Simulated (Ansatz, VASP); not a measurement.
## Two plane-wave programs on CoO

```
Co O
1.0
     0.00000    2.13150    2.13150
     2.13150    0.00000    2.13150
     2.13150    2.13150    0.00000
Co O
1 1
Direct
  0.00000 0.00000 0.00000
  0.50000 0.50000 0.50000
```

Alike in both runs: task single point; functional PBE; k mesh 9 × 9 × 9; occupations fermi-dirac, width 0.05 eV; collinear spin; fixed moment 4 μB.

```csv
,VASP,Ansatz
version,VASP 6.6.1,Ansatz 0.2.0
potentials or method,"VASP PAW PBE potentials, release 64 (Co, O)",Ansatz PAW
plane-wave cutoff (eV),520,420
valence electrons in the cell,15,23
```

|  | VASP | Ansatz | Ansatz less VASP |
| --- | --- | --- | --- |
| pressure (GPa) | 21.4 | 22.2 | +0.73 |
| net moment per atom (μB) | 2.00 | 2.00 | 0.000 |
| size of the moment on the site where the two differ most (μB) | 3.08 | 2.91 | -0.166 |

Site moments also hang on the region over which each program counts them. VASP's potentials hold 15 valence electrons a cell and Ansatz's 23, so a difference there can come from the potentials and not from the codes.
